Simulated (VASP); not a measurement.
Al: single point with r2SCAN0

Crystal: Al.

```xyz
1
Lattice="0.0000 2.0248 2.0248 2.0248 0.0000 2.0248 2.0248 2.0248 0.0000" Properties=species:S:1:pos:R:3 pbc="T T T"
Al    0.0000    0.0000    0.0000
```

```json
{
 "Program": "VASP 6.6.1",
 "Task": "single point",
 "Functional": "r2SCAN0",
 "Potentials or basis": "VASP PAW PBE potentials, release 64 (Al)",
 "Cutoff": "520 eV",
 "k mesh": "7 × 7 × 7",
 "Occupations": "fermi-dirac, width 0.1 eV",
 "Spin": "no spin polarisation"
}
```

* Pressure: -4.3 GPa

Levels at points of the mesh, in eV from the Fermi level:
| k point | band 1 | band 2 | band 3 | band 4 |
| --- | --- | --- | --- | --- |
| (0.00, 0.00, 0.00) | -13.58 | 14.38 | 14.38 | 14.38 |

Wall time 85 s on 1 thread of Intel(R) Xeon(R) 6975P-C (Granite Rapids) (shared host), peak memory 0.14 GiB.

Caveat: the k points lie up to 0.38 Å⁻¹ apart; the PAW data sets were made with another functional, which shifts forces and pressure a little.
